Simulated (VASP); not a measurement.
# Y2GeH2 in VASP: further runs, part 2 of 2

VASP 6.6.1. The steps go on from the part before.

## (3) Single point, r2SCAN

The input, POSCAR:

```
Y2GeH2
1.0
    1.9895865316      3.4460649588      0.0000000000
   -1.9895865316      3.4460649588      0.0000000000
    0.0000000000      0.0000000000      6.4671565316
H Y Ge
2 2 1
Direct
    0.3333333333      0.3333333333      0.6121944741
    0.6666666667      0.6666666667      0.3878055259
    0.3333333333      0.3333333333      0.2633163031
    0.6666666667      0.6666666667      0.7366836969
    0.0000000000      0.0000000000      0.0000000000
```

The input, INCAR.step1:

```
PREC = Accurate ; ENCUT = 520
ISMEAR = -1 ; SIGMA = 0.1
LREAL = False ; LASPH = True
NELM = 80 ; NBANDS = 27
GGA = PE ; ALGO = Normal
EDIFF = 1E-4 ; LWAVE = True
LCHARG = False
```

The input, INCAR.step2:

```
PREC = Accurate ; ENCUT = 520
EDIFF = 1E-7 ; ISMEAR = -1
SIGMA = 0.1 ; LREAL = False
LASPH = True ; NELM = 80
ALGO = Normal ; ISIF = 2
LWAVE = False ; LCHARG = False
METAGGA = R2SCAN ; LMIXTAU = True
NBANDS = 27 ; ISTART = 1
```

The input, KPOINTS:

```
regular mesh
0
Gamma
  5 5 3
```

Potentials or basis: VASP PAW PBE potentials, release 64 (H, Y_sv, Ge_d).

Started as:

```sh
$ cat potpaw_PBE.64/H/POTCAR potpaw_PBE.64/Y_sv/POTCAR potpaw_PBE.64/Ge_d/POTCAR > POTCAR
$ cp INCAR.step1 INCAR
$ mpirun -np 1 vasp_std > vasp.out
$ cp INCAR.step2 INCAR
$ mpirun -np 1 vasp_std > vasp.out
```

OUTCAR:

```text
PREC = Accurate
   ENCUT = 520
   EDIFF = 1E-7
   ISMEAR = -1
   LREAL = False
   LASPH = True
   NELM = 80
   ISIF = 2
   METAGGA = R2SCAN
   ISTART = 1

 ion  position               nearest neighbor table
   1  0.333  0.333  0.612-   3 2.26   4 2.43   4 2.43   4 2.43
   2  0.667  0.667  0.388-   4 2.26   3 2.43   3 2.43   3 2.43
   3  0.333  0.333  0.263-   1 2.26   2 2.43   2 2.43   2 2.43   5 2.86   5 2.86   5 2.86   4 3.83
                             4 3.83   4 3.83   4 4.11   4 4.11   4 4.11
   4  0.667  0.667  0.737-   2 2.26   1 2.43   1 2.43   1 2.43   5 2.86   5 2.86   5 2.86   3 3.83
                             3 3.83   3 3.83   3 4.11   3 4.11   3 4.11
   5  0.000  0.000  0.000-   3 2.86   4 2.86   4 2.86   4 2.86   3 2.86   3 2.86

  LATTYP: Found a hexagonal cell.
 ALAT       =     3.9791730632
 C/A-ratio  =     1.6252513849

  Lattice vectors:

 A1 = (   1.9895865316,  -3.4460649588,   0.0000000000)
 A2 = (   1.9895865316,   3.4460649588,   0.0000000000)
 A3 = (   0.0000000000,   0.0000000000,   6.4671565316)

Analysis of symmetry for initial positions (statically):
=====================================================================
 Subroutine PRICEL returns:
 Original cell was already a primitive cell.

 Routine SETGRP: Setting up the symmetry group for a
 hexagonal supercell.

 Subroutine GETGRP returns: Found 12 space group operations
 (whereof 12 operations were pure point group operations)
 out of a pool of 24 trial point group operations.

The static configuration has the point symmetry D_3d.

Analysis of symmetry for dynamics (positions and initial velocities):
=====================================================================
 Subroutine PRICEL returns:
 Original cell was already a primitive cell.

 Routine SETGRP: Setting up the symmetry group for a
 hexagonal supercell.

 Subroutine GETGRP returns: Found 12 space group operations
 (whereof 12 operations were pure point group operations)
 out of a pool of 24 trial point group operations.

[... 114 lines left out ...]
  volume/ion in A,a.u.               =      17.74       119.69
  Fermi-wavevector in a.u.,A,eV,Ry     =   1.234221  2.332339 20.725763  1.523301
  Thomas-Fermi vector in A             =   2.368919
   LORBIT       =      0    0 simple, 1 ext, 2 COOP (PROOUT), +10 PAW based schemes
   METAGGA = R2SCAN    functional components
   LHFCALC =     F    Hartree Fock is set to
   AEXX    =    0.0000 exact exchange contribution
   IVDW    =     0    specifies the selected vdW correction
   LEPSILON=     F    determine dielectric tensor
   LRPA    =     F    only Hartree local field effects (RPA)
 non-spin polarized calculation
  energy-cutoff  :      520.00
  volume of cell :       88.68
 maximum number of plane-waves:      2430
 NGX is ok and might be reduce to    30
   NGX = 15   NGY = 15   NGZ = 25

 number of electron      38.0000001 magnetization

 Free energy of the ion-electron system (eV)
  ---------------------------------------------------
  ext. energy  EPLUGINS =         0.00000000
  ---------------------------------------------------
  free energy    TOTEN  =       -65.21736083 eV

  energy without entropy =      -65.13919786  energy(sigma->0) =      -65.17827934

 E-fermi :   3.3500     XC(G=0): -10.4280

 val. band max:        3.2643999523   @ k =   0.0000   0.0000   0.3333
 cond. band min:       3.3542375376   @ k =   0.2000   0.0000   0.0000
 fundamental gap:      0.0898375853
 Fermi energy:         3.3499538640

 k-point     1 :       0.0000    0.0000    0.0000
  band No.  band energies     occupation
      1     -40.5917      2.00000
      2     -40.5684      2.00000
      3     -20.4084      2.00000
      4     -20.4084      2.00000
      5     -20.3073      2.00000
      6     -20.2927      2.00000
[... 349 lines left out ...]
     26       8.4709      0.00000
     27       8.7955      0.00000

------------------------ aborting loop because EDIFF is reached ----------------------------------------

  FORCE on cell =-STRESS in cart. coord.  units (eV):
  Direction    XX          YY          ZZ          XY          YZ          ZX
  --------------------------------------------------------------------------------------
  -------------------------------------------------------------------------------------
  Total       -0.0604280     -0.0604280     -0.0547315      0.0000000     -0.0000000      0.0000000
  in kB       -1.0917392     -1.0917392     -0.9888230      0.0000000     -0.0000000      0.0000000
  external PRESSURE =      -1.0574338 kB  Pullay stress =       0.0000000 kB

 VOLUME and BASIS-vectors are now :
 -----------------------------------------------------------------------------
  energy-cutoff  :      520.00
  volume of cell :       88.68
      direct lattice vectors                 reciprocal lattice vectors
     1.989586532  3.446064959  0.000000000     0.251308497  0.145093028  0.000000000
    -1.989586532  3.446064959  0.000000000    -0.251308497  0.145093028  0.000000000
     0.000000000  0.000000000  6.467156532     0.000000000  0.000000000  0.154627462

 POSITION                                       TOTAL-FORCE (eV/Angst)
 -----------------------------------------------------------------------------------
      0.00000      2.29738      3.95916         0.000000     -0.000000     -0.003273
      0.00000      4.59475      2.50800         0.000000     -0.000000      0.003273
      0.00000      2.29738      1.70291         0.000000     -0.000000      0.003490
      0.00000      4.59475      4.76425        -0.000000      0.000000     -0.003490
      0.00000      0.00000      0.00000         0.000000     -0.000000     -0.000000
 -----------------------------------------------------------------------------------
    total drift:                               -0.000000      0.000000     -0.000000

  FREE ENERGIE OF THE ION-ELECTRON SYSTEM (eV)
  ---------------------------------------------------
  free  energy   TOTEN  =       -65.2173608298 eV

  energy  without entropy=      -65.1391978602  energy(sigma->0) =      -65.17827934
```

Run time: 2.2 min. Hardware: 1 thread of AMD EPYC 7R43 (Zen 3), shared host; peak memory 0.19 GiB.

Results:

| Item | Value |
| --- | --- |
| Free energy | -65.2174 eV |
| Pressure | -0.1 GPa |
| Largest force | 0.003 eV/Å |
| Band gap on the k mesh | zero (bands 19 and 20 overlap by 0.38 eV) |

Forces in eV/Å, atoms in the order of the input:
```
H    0.000  0.000 -0.003
H    0.000  0.000  0.003
Y    0.000  0.000  0.003
Y    0.000  0.000 -0.003
Ge   0.000  0.000  0.000
```

Levels at points of the mesh, in eV from the Fermi level:
| k point | band 16 | band 17 | band 18 | band 19 | band 20 | band 21 | band 22 | band 23 |
| --- | --- | --- | --- | --- | --- | --- | --- | --- |
| (0.00, 0.00, 0.00) | -4.74 | 0.08 | 0.08 | 0.11 | 1.62 | 1.92 | 1.92 | 2.80 |

Caveat: the k points lie up to 0.36 Å⁻¹ apart; the PAW data sets were made with another functional, which shifts forces and pressure a little.

## (4) Single point, r2SCAN

The input, POSCAR:

```
Y2GeH2
1.0
    1.9895953275      3.4460801937      0.0000000000
   -1.9895953275      3.4460801937      0.0000000000
    0.0000000000      0.0000000000      6.4672009488
H Y Ge
2 2 1
Direct
    0.3333333333      0.3333333333      0.6121957160
    0.6666666667      0.6666666667      0.3878042840
    0.3333333333      0.3333333333      0.2633128299
    0.6666666667      0.6666666667      0.7366871701
    0.0000000000      0.0000000000      0.0000000000
```

The input, INCAR.step1:

```
  ALGO = Normal
  EDIFF = 1E-4
  ENCUT = 520
  GGA = PE
  ISMEAR = -1
  LASPH = T
  LCHARG = F
  LREAL = F
  LWAVE = T
  NBANDS = 27
  NELM = 100
  PREC = Accurate
  SIGMA = 0.1
```

The input, INCAR.step2:

```
  ALGO = Normal
  EDIFF = 1E-6
  ENCUT = 520
  ISIF = 2
  ISMEAR = -1
  ISTART = 1
  LASPH = T
  LCHARG = F
  LMIXTAU = T
  LREAL = F
  LWAVE = F
  METAGGA = R2SCAN
  NBANDS = 27
  NELM = 100
  PREC = Accurate
  SIGMA = 0.1
```

The input, KPOINTS:

```
k-points
0
Gamma
  5 5 3
```

Started as:

```sh
$ cat potpaw_PBE.64/H/POTCAR potpaw_PBE.64/Y_sv/POTCAR potpaw_PBE.64/Ge_d/POTCAR > POTCAR
$ cp INCAR.step1 INCAR
$ mpirun -np 1 vasp_std > vasp.out
$ cp INCAR.step2 INCAR
$ mpirun -np 1 vasp_std > vasp.out
```

Run time: 1.9 min. Hardware: 1 thread of AMD EPYC 7R43 (Zen 3), shared host; peak memory 0.19 GiB.

Results (log left out):

* Free energy: -65.2174 eV
* Pressure: -0.1 GPa
* Largest force: 0.004 eV/Å
* Band gap on the k mesh: zero (bands 19 and 20 overlap by 0.38 eV)

Forces on the atoms (eV/Å):
```
H    0.000  0.000 -0.003
H    0.000  0.000  0.003
Y    0.000  0.000  0.004
Y    0.000  0.000 -0.004
Ge   0.000  0.000  0.000
```

Levels at points of the mesh, in eV from the Fermi level:
```tsv
k point	band 16	band 17	band 18	band 19	band 20	band 21	band 22	band 23
(0.00, 0.00, 0.00)	-4.74	0.08	0.08	0.11	1.62	1.92	1.92	2.80
```

Caveat: the k points lie up to 0.36 Å⁻¹ apart; the PAW data sets were made with another functional, which shifts forces and pressure a little.

## (5) Relaxation of cell and atoms, r2SCAN

This run uses another cell than the first one, of 16.35 Å³/atom.

The input, POSCAR:

```
Y2GeH2
1.0
    1.9302410000      3.3432730000      0.0000000000
   -1.9302410000      3.3432730000      0.0000000000
    0.0000000000      0.0000000000      6.3334250000
H Y Ge
2 2 1
Direct
    0.3333000000      0.3334000000      0.6070000000
    0.6667000000      0.6666000000      0.3930000000
    0.3333000000      0.3334000000      0.2265000000
    0.6667000000      0.6666000000      0.7735000000
    0.0000000000      0.0000000000      0.0000000000
```

The input, INCAR.step1:

```
SYSTEM = Y2GeH2
ALGO     = Normal         ! electronic algorithm
EDIFF    = 1E-4           ! SCF threshold, eV
ENCUT    = 600            ! plane-wave cutoff, eV
GGA      = PE             ! functional
ISMEAR   = -1             ! smearing method
LASPH    = .TRUE.         ! aspherical terms in the spheres
LCHARG   = .FALSE.        ! write CHGCAR
LREAL    = .FALSE.        ! projectors in reciprocal space
LWAVE    = .TRUE.         ! write WAVECAR
NELM     = 60             ! most SCF steps
PREC     = Accurate       ! precision mode
SIGMA    = 0.1            ! smearing width, eV
```

The input, INCAR.step2:

```
SYSTEM = Y2GeH2
ALGO     = Normal         ! electronic algorithm
EDIFF    = 1E-6           ! SCF threshold, eV
EDIFFG   = -0.01          ! ionic threshold
ENCUT    = 600            ! plane-wave cutoff, eV
IBRION   = 2              ! ionic algorithm
ISIF     = 3              ! what is computed and relaxed
ISMEAR   = -1             ! smearing method
ISTART   = 1            
LASPH    = .TRUE.         ! aspherical terms in the spheres
LCHARG   = .FALSE.        ! write CHGCAR
LMIXTAU  = .TRUE.       
LREAL    = .FALSE.        ! projectors in reciprocal space
LWAVE    = .FALSE.        ! write WAVECAR
METAGGA  = R2SCAN         ! meta-GGA
NELM     = 60             ! most SCF steps
NSW      = 60             ! ionic steps
PREC     = Accurate       ! precision mode
SIGMA    = 0.1            ! smearing width, eV
```

The input, KPOINTS:

```
k-points
0
G
  5 5 3
  0 0 0
```

Started as:

```sh
$ cat potpaw_PBE.64/H/POTCAR potpaw_PBE.64/Y_sv/POTCAR potpaw_PBE.64/Ge_d/POTCAR > POTCAR
$ cp INCAR.step1 INCAR
$ mpirun -np 1 vasp_std > vasp.out
$ cp INCAR.step2 INCAR
$ mpirun -np 1 vasp_std > vasp.out
```

It took 33 min on 1 thread of AMD EPYC 7R43 (Zen 3), shared host; peak memory 0.26 GiB.

Results (log left out):

- Free energy: -65.2188 eV
- Relaxed volume: 17.71 Å³/atom
- Relaxed cell: a = 3.977 Å, b = 3.977 Å, c = 6.464 Å, α = 90.00°, β = 90.00°, γ = 60.00°
- Space group after relaxing (to 0.1 Å): P-3m1 (No. 164)
- Energy gained by relaxing: 208.4 meV/atom
- Ionic steps: 10
- Pressure after relaxing: 0.0 GPa
- Band gap on the k mesh: zero (bands 19 and 20 overlap by 0.38 eV)

Step by step:
| step | energy change (eV) | largest force (eV/Å) | pressure (GPa) | volume (Å³) |
| --- | --- | --- | --- | --- |
| 1 | 0.0000 | 3.6827 | 15.07 | 81.74 |
| 2 | -0.7449 | 0.1371 | -6.98 | 101.31 |
| 3 | -0.9192 | 0.6630 | -2.20 | 94.37 |
| 4 | -0.9192 | 0.7005 | -1.91 | 94.10 |
| 5 | -0.9923 | 0.5020 | -0.85 | 91.81 |
| 6 | -1.0222 | 0.1997 | 0.64 | 89.24 |
| 7 | -1.0319 | 0.1148 | -0.24 | 89.74 |
| 8 | -1.0328 | 0.1042 | -0.56 | 89.94 |
| 9 | -1.0399 | 0.0501 | -0.25 | 89.21 |
| 10 | -1.0420 | 0.0011 | 0.03 | 88.55 |

Final structure:
```cif
data_structure
_symmetry_space_group_name_H-M 'P 1'
_symmetry_Int_Tables_number 1
_cell_length_a 3.9770
_cell_length_b 3.9772
_cell_length_c 6.4644
_cell_angle_alpha 89.999
_cell_angle_beta 90.000
_cell_angle_gamma 60.001
_cell_volume 88.55
loop_
_atom_site_label
_atom_site_type_symbol
_atom_site_fract_x
_atom_site_fract_y
_atom_site_fract_z
_atom_site_occupancy
H1 H 0.33332 0.33336 0.61210 1
H2 H 0.66668 0.66664 0.38790 1
Y1 Y 0.33333 0.33335 0.26347 1
Y2 Y 0.66667 0.66665 0.73653 1
Ge1 Ge 0.00000 0.00000 0.00000 1
```

Levels at points of the mesh, in eV from the Fermi level:
| k point | band 15 | band 16 | band 17 | band 18 | band 19 | band 20 | band 21 | band 22 | band 23 |
| --- | --- | --- | --- | --- | --- | --- | --- | --- | --- |
| (0.00, 0.00, 0.00) | -5.20 | -4.75 | 0.08 | 0.08 | 0.11 | 1.62 | 1.92 | 1.92 | 2.80 |

Caveat: the k points lie up to 0.36 Å⁻¹ apart in the final cell; the PAW data sets were made with another functional, which shifts forces and pressure a little.
